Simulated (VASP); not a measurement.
# MgO (P6_3/mmc) in VASP: single point with LDA

Aim: the single point of MgO with LDA.

All numbers are computed with VASP 6.6.1; they aren't measurements. Logs are shortened: lines on timing, memory, paths and dates and some standing lists are left out, and cuts for length are marked.

## Step 1: The cell of the first run

It takes space group P6_3/mmc (No. 194, hexagonal). Conventional cell: a = 3.452 Å, b = 3.452 Å, c = 4.140 Å, α = 90.00°, β = 90.00°, γ = 120.00°. Within 2.6 Å of Mg (site symmetry -6m2) lie 5 O at 1.99 to 2.07 Å. Within 2.6 Å of O (site symmetry -6m2) lie 5 Mg at 1.99 to 2.07 Å.

## Step 2: Single point, LDA

File INCAR:

```
ALGO = Normal
EDIFF = 1E-6
ENCUT = 600
GGA = CA
GGA_COMPAT = False
ISIF = 2
ISMEAR = 0
LASPH = True
LCHARG = False
LREAL = False
LWAVE = False
NBANDS = 36
NELM = 120
PREC = Accurate
SIGMA = 0.05
```

File KPOINTS:

```
k-points
0
Gamma
  8 8 2
```

File POSCAR:

```
MgO
1.0
   -3.4517839558      0.0000000000      0.0000000000
   -1.7258919779     -2.9893325941      0.0000000000
    0.0000000000      0.0000000000     12.4189476803
Mg O
6 6
Direct
    0.6666666667      0.6666666667      0.2500000000
    0.6666666667      0.6666666667      0.5833333333
    0.6666666667      0.6666666667      0.9166666667
    0.3333333333      0.3333333333      0.0833333333
    0.3333333333      0.3333333333      0.4166666667
    0.3333333333      0.3333333333      0.7500000000
    0.6666666667      0.6666666667      0.0833333333
    0.6666666667      0.6666666667      0.4166666667
    0.6666666667      0.6666666667      0.7500000000
    0.3333333333      0.3333333333      0.2500000000
    0.3333333333      0.3333333333      0.5833333333
    0.3333333333      0.3333333333      0.9166666667
```

Potentials or basis: VASP PAW LDA potentials, release 64 (Mg, O).

Launch:

```
> cat potpaw_LDA.64/Mg/POTCAR potpaw_LDA.64/O/POTCAR > POTCAR
> mpirun -np 1 vasp_std > vasp.out
```

OUTCAR:

```text
EDIFF = 1E-6
   ENCUT = 600
   GGA = CA
   ISIF = 2
   ISMEAR = 0
   LASPH = True
   LREAL = False
   NELM = 120
   PREC = Accurate

 ion  position               nearest neighbor table
   1  0.667  0.667  0.250-  10 1.99  10 1.99  10 1.99   8 2.07   7 2.07   5 2.87   4 2.87   4 2.87
                             5 2.87   5 2.87   4 2.87
   2  0.667  0.667  0.583-  11 1.99  11 1.99  11 1.99   8 2.07   9 2.07   5 2.87   5 2.87   5 2.87
                             6 2.87   6 2.87   6 2.87
   3  0.667  0.667  0.917-  12 1.99  12 1.99  12 1.99   7 2.07   9 2.07   4 2.87   4 2.87   4 2.87
                             6 2.87   6 2.87   6 2.87
   4  0.333  0.333  0.083-   7 1.99   7 1.99   7 1.99  12 2.07  10 2.07   3 2.87   3 2.87   3 2.87
                             1 2.87   1 2.87   1 2.87
   5  0.333  0.333  0.417-   8 1.99   8 1.99   8 1.99  11 2.07  10 2.07   2 2.87   2 2.87   2 2.87
                             1 2.87   1 2.87   1 2.87
   6  0.333  0.333  0.750-   9 1.99   9 1.99   9 1.99  11 2.07  12 2.07   3 2.87   2 2.87   2 2.87
                             3 2.87   3 2.87   2 2.87
   7  0.667  0.667  0.083-   4 1.99   4 1.99   4 1.99   3 2.07   1 2.07
   8  0.667  0.667  0.417-   5 1.99   5 1.99   5 1.99   2 2.07   1 2.07
   9  0.667  0.667  0.750-   6 1.99   6 1.99   6 1.99   3 2.07   2 2.07
  10  0.333  0.333  0.250-   1 1.99   1 1.99   1 1.99   4 2.07   5 2.07
  11  0.333  0.333  0.583-   2 1.99   2 1.99   2 1.99   5 2.07   6 2.07
  12  0.333  0.333  0.917-   3 1.99   3 1.99   3 1.99   4 2.07   6 2.07

  LATTYP: Found a hexagonal cell.
 ALAT       =     3.4517839558
 C/A-ratio  =     3.5978345804

  Lattice vectors:

 A1 = (   1.7258919779,   2.9893325941,   0.0000000000)
 A2 = (  -3.4517839558,   0.0000000000,   0.0000000000)
 A3 = (   0.0000000000,   0.0000000000,  12.4189476803)

Analysis of symmetry for initial positions (statically):
=====================================================================
 Subroutine PRICEL returns following result:

  LATTYP: Found a hexagonal cell.
 ALAT       =     3.4517839558
 C/A-ratio  =     1.1992781934

  Lattice vectors:

 A1 = (   1.7258919779,   2.9893325941,   0.0000000000)
 A2 = (  -3.4517839558,   0.0000000000,   0.0000000000)
 A3 = (   0.0000000000,   0.0000000000,   4.1396492264)

   3 primitive cells build up your supercell.

 Routine SETGRP: Setting up the symmetry group for a
 hexagonal supercell.

 Subroutine GETGRP returns: Found 24 space group operations
 (whereof 12 operations were pure point group operations)
 out of a pool of 24 trial point group operations.

The static configuration has the point symmetry D_3d.
 The point group associated with its full space group is D_6h.

Analysis of symmetry for dynamics (positions and initial velocities):
=====================================================================
 Subroutine PRICEL returns following result:

  LATTYP: Found a hexagonal cell.
 ALAT       =     3.4517839558
 C/A-ratio  =     1.1992781934

  Lattice vectors:

 A1 = (   1.7258919779,   2.9893325941,   0.0000000000)
 A2 = (  -3.4517839558,   0.0000000000,   0.0000000000)
 A3 = (   0.0000000000,   0.0000000000,   4.1396492264)

   3 primitive cells build up your supercell.

 Routine SETGRP: Setting up the symmetry group for a
 hexagonal supercell.

 Subroutine GETGRP returns: Found 24 space group operations
 (whereof 12 operations were pure point group operations)
 out of a pool of 24 trial point group operations.

The dynamic configuration has the point symmetry D_3d.
 The point group associated with its full space group is D_6h.

 Subroutine INISYM returns: Found 24 space group operations
 (whereof 12 operations are pure point group operations),
 and found     3 'primitive' translations

----------------------------------------------------------------------------------------

                                     Primitive cell

  volume of cell :      42.7151

  direct lattice vectors                    reciprocal lattice vectors
     1.725891978  2.989332594  0.000000000     0.000000000  0.334522830  0.000000000
    -3.451783956  0.000000000  0.000000000    -0.289705269  0.167261415  0.000000000
     0.000000000  0.000000000  4.139649226     0.000000000  0.000000000  0.241566361

  length of vectors
     3.451783956  3.451783956  4.139649226     0.334522830  0.334522830  0.241566361

  position of ions in fractional coordinates (direct lattice)
     0.333333333  0.666666667  0.750000000
     0.666666667  0.333333333  0.250000000
     0.333333333  0.666666667  0.250000000
     0.666666667  0.333333333  0.750000000

  ion indices of the primitive-cell ions
   primitive index   ion index
                 1           1
                 2           4
                 3           7
                 4          10

----------------------------------------------------------------------------------------

 KPOINTS: k-points

Automatic generation of k-mesh.
 Grid dimensions read from file:
 generate k-points for:    8    8    2

 Generating k-lattice:

  Cartesian coordinates                     Fractional coordinates (reciprocal lattice)
    -0.036213159  0.020907677  0.000000000     0.125000000 -0.000000000  0.000000000
     0.000000000 -0.041815354  0.000000000     0.000000000  0.125000000  0.000000000
     0.000000000  0.000000000  0.040261060     0.000000000  0.000000000  0.500000000

  Length of vectors
     0.041815354  0.041815354  0.040261060

  Shift w.r.t. Gamma in fractional coordinates (k-lattice)
     0.000000000  0.000000000  0.000000000

 Subroutine IBZKPT returns following result:
 ===========================================

 Found     20 irreducible k-points:

 Following reciprocal coordinates:
            Coordinates               Weight
  0.000000  0.000000  0.000000      1.000000
  0.125000  0.000000  0.000000      6.000000
  0.250000  0.000000  0.000000      6.000000
  0.375000  0.000000  0.000000      6.000000
  0.500000  0.000000  0.000000      3.000000
  0.250000  0.125000  0.000000      6.000000
[... 12 lines left out ...]
  0.500000  0.250000  0.500000      6.000000
 -0.375000  0.250000  0.500000      6.000000
   k-points           NKPTS =     20   k-points in BZ     NKDIM =     20   number of bands    NBANDS=     36
   number of dos      NEDOS =    301   number of ions     NIONS =     12
   total plane-waves  NPLWV =  78400
   dimension x,y,z NGX =    28 NGY =   28 NGZ =  100
   dimension x,y,z NGXF=    56 NGYF=   56 NGZF=  200
   ions per type =               6   6
   NGX,Y,Z   is equivalent  to a cutoff of  13.49, 13.49, 13.39 a.u.
   NGXF,Y,Z  is equivalent  to a cutoff of  26.97, 26.97, 26.77 a.u.
 SYSTEM =  unknown system
   PREC   = accura    normal or accurate (medium, high low for compatibility)
   ISTART =      0    job   : 0-new  1-cont  2-samecut
   ICHARG =      2    charge: 1-file 2-atom 10-const
   ISPIN  =      1    spin polarized calculation?
   LNONCOLLINEAR =      F non collinear calculations
   LSORBIT =      F    spin-orbit coupling
   LASPH  =      T    aspherical Exc in radial PAW
   ENCUT  =  600.0 eV  44.10 Ry    6.64 a.u.   6.89  6.89 24.80*2*pi/ulx,y,z
   NELM   =    120;   NELMIN=  2; NELMDL= -5     # of ELM steps
   EDIFF  = 0.1E-05   stopping-criterion for ELM
   LREAL  =      F    real-space projection
   EDIFFG = 0.1E-04   stopping-criterion for IOM
   NSW    =      0    number of steps for IOM
   IBRION =     -1    ionic relax: 0-MD 1-quasi-New 2-CG
   NFREE  =      0    steps in history (QN), initial steepest desc. (CG)
   ISIF   =      2    stress and relaxation
   ISYM   =      2    0-nonsym 1-usesym 2-fastsym
   POTIM  = 0.5000    time-step for ionic-motion
   TEBEG  =    0.0;   TEEND  =   0.0 temperature during run
   PSTRESS=    0.0 pullay stress
   NELECT =      48.0000    total number of electrons
   NUPDOWN=      -1.0000    fix difference up-down
   EMIN   =  10.00;   EMAX   =-10.00  energy-range for DOS
   EFERMI =   0.00;   METHOD = LEGACY
   ISMEAR =     0;   SIGMA  =   0.05  broadening in eV -4-tet -1-fermi 0-gaus
   EFERMI_NEDOS =   21; number of points for ismear=-14 and -15
   IALGO  =     38    algorithm
   IMIX   =      4    mixing-type and parameters
     AMIX     =   0.40;   BMIX     =  1.00
     AMIX_MAG =   1.60;   BMIX_MAG =  1.00
  volume/ion in A,a.u.               =      10.68        72.06
  Fermi-wavevector in a.u.,A,eV,Ry     =   1.180106  2.230077 18.948157  1.392650
  Thomas-Fermi vector in A             =   2.316405
   LORBIT       =      0    0 simple, 1 ext, 2 COOP (PROOUT), +10 PAW based schemes
   GGA     = CA    functional components
   LHFCALC =     F    Hartree Fock is set to
   AEXX    =    0.0000 exact exchange contribution
   IVDW    =     0    specifies the selected vdW correction
   LEPSILON=     F    determine dielectric tensor
   LRPA    =     F    only Hartree local field effects (RPA)
 non-spin polarized calculation
 Gauss-broadening in eV      SIGMA  =   0.05
  energy-cutoff  :      600.00
  volume of cell :      128.15
 maximum number of plane-waves:      4306
   NGX = 13   NGY = 13   NGZ = 49

 number of electron      48.0000002 magnetization

 Free energy of the ion-electron system (eV)
  ---------------------------------------------------
  ext. energy  EPLUGINS =         0.00000000
  ---------------------------------------------------
  free energy    TOTEN  =       -79.59786516 eV

  energy without entropy =      -79.59786516  energy(sigma->0) =      -79.59786516

 E-fermi :   2.1205     XC(G=0): -10.7338

 val. band max:        1.8780546234   @ k =   0.0000   0.0000   0.0000
 cond. band min:       5.3616733029   @ k =   0.0000   0.0000   0.0000
 fundamental gap:      3.4836186795
 Fermi energy:         2.1204571441

 k-point     1 :       0.0000    0.0000    0.0000
  band No.  band energies     occupation
      1     -14.9172      2.00000
      2     -14.5370      2.00000
      3     -14.5370      2.00000
      4     -13.7581      2.00000
      5     -13.7581      2.00000
      6     -13.3648      2.00000
[... 769 lines left out ...]
     35      13.4807      0.00000
     36      13.4807      0.00000

------------------------ aborting loop because EDIFF is reached ----------------------------------------

  FORCE on cell =-STRESS in cart. coord.  units (eV):
  Direction    XX          YY          ZZ          XY          YZ          ZX
  --------------------------------------------------------------------------------------
  -------------------------------------------------------------------------------------
  Total       -1.7279489     -1.7279489     -1.6745731      0.0000000      0.0000000      0.0000000
  in kB      -21.6042327    -21.6042327    -20.9368840      0.0000000      0.0000000      0.0000000
  external PRESSURE =     -21.3817831 kB  Pullay stress =       0.0000000 kB

 VOLUME and BASIS-vectors are now :
 -----------------------------------------------------------------------------
  energy-cutoff  :      600.00
  volume of cell :      128.15
      direct lattice vectors                 reciprocal lattice vectors
    -3.451783956  0.000000000  0.000000000    -0.289705269  0.167261415  0.000000000
    -1.725891978 -2.989332594  0.000000000     0.000000000 -0.334522830  0.000000000
     0.000000000  0.000000000 12.418947680     0.000000000  0.000000000  0.080522120

 POSITION                                       TOTAL-FORCE (eV/Angst)
 -----------------------------------------------------------------------------------
     -3.45178     -1.99289      3.10474        -0.000000     -0.000000     -0.000000
     -3.45178     -1.99289      7.24439        -0.000000     -0.000000      0.000000
     -3.45178     -1.99289     11.38404        -0.000000     -0.000000      0.000000
     -1.72589     -0.99644      1.03491        -0.000000     -0.000000      0.000000
     -1.72589     -0.99644      5.17456        -0.000000     -0.000000      0.000000
     -1.72589     -0.99644      9.31421        -0.000000     -0.000000     -0.000000
     -3.45178     -1.99289      1.03491        -0.000000     -0.000000      0.000000
     -3.45178     -1.99289      5.17456        -0.000000     -0.000000      0.000000
     -3.45178     -1.99289      9.31421        -0.000000     -0.000000     -0.000000
     -1.72589     -0.99644      3.10474         0.000000      0.000000      0.000000
     -1.72589     -0.99644      7.24439         0.000000      0.000000      0.000000
     -1.72589     -0.99644     11.38404         0.000000      0.000000      0.000000
 -----------------------------------------------------------------------------------
    total drift:                                0.000000     -0.000001     -0.000001

  FREE ENERGIE OF THE ION-ELECTRON SYSTEM (eV)
  ---------------------------------------------------
  free  energy   TOTEN  =       -79.5978651624 eV

  energy  without entropy=      -79.5978651624  energy(sigma->0) =      -79.59786516
```

Run time: 48 s. Hardware: 1 thread of Intel Xeon 6975P-C (Granite Rapids), shared host; peak memory 0.26 GiB.

Results:

```yaml
Free_energy: -79.5979 eV
Pressure: -2.1 GPa
Band_gap_on_the_k_mesh: 3.48 eV
```

Levels at points of the mesh, in eV from the valence-band top:
```tsv
k point	band 20	band 21	band 22	band 23	band 24	band 25	band 26	band 27	band 28	band 29
(0.00, 0.00, 0.00)	-1.11	-1.11	-0.85	-0.85	0.00	3.48	5.17	5.17	7.85	7.85
(0.50, 0.00, 0.00)	-1.12	-1.12	-0.60	-0.60	-0.55	6.90	7.10	7.10	7.57	7.57
(0.00, 0.00, 0.50)	-0.92	-0.92	-0.92	-0.52	-0.52	4.03	4.03	6.50	6.50	8.98
(0.50, 0.00, 0.50)	-0.87	-0.86	-0.86	-0.71	-0.71	6.97	6.97	7.25	7.25	8.31
```
